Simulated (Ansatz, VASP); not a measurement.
Zr: VASP beside Ansatz

```
CELL_PARAMETERS angstrom
3.14397 0.00000 0.00000
-1.57198 2.72275 0.00000
0.00000 0.00000 5.08946
ATOMIC_POSITIONS crystal
Zr 0.33333 0.66667 0.25000
Zr 0.66667 0.33333 0.75000
```

Alike in both runs: task single point; functional LDA; k mesh 12 × 12 × 6; no spin polarisation.

|  | VASP | Ansatz |
| --- | --- | --- |
| version | VASP 6.6.1 | Ansatz 0.2.0 |
| potentials or method | VASP PAW LDA potentials, release 64 (Zr_sv), cutoff 520 eV | plane waves (420 eV) with PAW, scalar-relativistic |
| occupations | methfessel-paxton of order 1, width 0.2 eV | cold, width 0.2 eV |
| valence electrons in the cell | 24 | 24 |

Ansatz gave:

```
pressure (GPa)                                                : 0.0
traceless stress, the component that is largest in VASP (GPa) : -0.28
```

Problem. Which values does VASP return?

Solution. Pressure (GPa): 0.1; traceless stress, the component that is largest in VASP (GPa): -0.35.

Ansatz warns that its potentials were made for another functional, while VASP's fit it. LDA's correlation is that of Perdew and Zunger in VASP and of Perdew and Wang (1992) in Ansatz.
